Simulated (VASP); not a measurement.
Wanted: the native input for a VASP 6.6.1 run.

```yaml
Task: single point
Functional: PBEsol
Potentials_or_basis: VASP PAW PBE potentials, release 64 (La)
Cutoff: 520 eV
k_mesh: 12 × 12 × 4
Occupations: gaussian, width 0.15 eV
Spin: no spin polarisation
Dipole_correction: no
Further_INCAR_settings: ALGO = Fast; EDIFF = 1e-07; NBANDS = 30
```

The structure of La lies in POSCAR:

```
La
1.0
    3.6979000000      0.0000000000      0.0000000000
   -1.8489500000      3.2024753407      0.0000000000
    0.0000000000      0.0000000000     11.4298000000
La
4
Direct
    0.0000000000      0.0000000000      0.0000000000
    0.0000000000      0.0000000000      0.5000000000
    0.3333333333      0.6666666667      0.2500000000
    0.6666666667      0.3333333333      0.7500000000
```

These files were run (other wordings do the same):

INCAR

```
ALGO     = Fast           # electronic algorithm
EDIFF    = 1E-7           # SCF threshold, eV
ENCUT    = 520            # plane-wave cutoff, eV
GGA      = PS             # functional
ISIF     = 2              # what is computed and relaxed
ISMEAR   = 0              # smearing method
LASPH    = T              # aspherical terms in the spheres
LCHARG   = F              # write CHGCAR
LREAL    = F              # projectors in reciprocal space
LWAVE    = F              # write WAVECAR
NBANDS   = 30             # bands
NELM     = 100            # most SCF steps
PREC     = Accurate       # precision mode
SIGMA    = 0.15           # smearing width, eV
```

KPOINTS

```
k-points
0
Gamma
  12 12 4
```

Potentials or basis: VASP PAW PBE potentials, release 64 (La).

Launch:

```bash
$ cat potpaw_PBE.64/La/POTCAR > POTCAR
$ mpirun -np 1 vasp_std > vasp.out
```

It gave:

- Pressure: 0.3 GPa
- Band gap on the k mesh: zero (bands 22 and 23 overlap by 1.26 eV)

Caveat: the PAW data sets were made with another functional, which shifts forces and pressure a little; spin-orbit coupling is left out, which moves the levels of the heavy elements.

It took 18 min on 1 thread of AMD EPYC 9R45 96-Core Processor (Zen 5) (shared host), peak memory 0.35 GiB.
